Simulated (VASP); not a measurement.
PbSe, 2 atoms in the cell. It takes space group Fm-3m (No. 225, cubic). Conventional cell: a = 6.121 Å, b = 6.121 Å, c = 6.121 Å, α = 90.00°, β = 90.00°, γ = 90.00°. Pb (site symmetry m-3m) has 6 Se at 3.06 Å within 4.0 Å. Se (site symmetry m-3m) has 6 Pb at 3.06 Å within 4.0 Å. 

* Program: VASP 6.6.1
* Task: relaxation of cell and atoms
* Functional: PBEsol
* Potentials or basis: VASP PAW PBE potentials, release 64 (Pb_d, Se)
* Cutoff: 600 eV
* k mesh: 8 × 8 × 8
* Occupations: fermi-dirac, width 0.05 eV
* Spin: no spin polarisation
* Dipole correction: no
* Further INCAR settings: ALGO = Normal; EDIFF = 1e-06; IBRION = 2; EDIFFG = -0.005; NSW = 80; ISIF = 3

Potentials or basis: VASP PAW PBE potentials, release 64 (Pb_d, Se).

Run with:

```sh
$ cat potpaw_PBE.64/Pb_d/POTCAR potpaw_PBE.64/Se/POTCAR > POTCAR
$ mpirun -np 1 vasp_std > vasp.out
```

Hardware: 1 thread of Intel Xeon 8259CL (shared host).

**Question.** Estimate the wall time of this run.

**Answer.** It took 100 s on 1 thread of Intel Xeon 8259CL (shared host), peak memory 0.22 GiB. Counts: scf iterations 23, k points 29, ion steps 3.
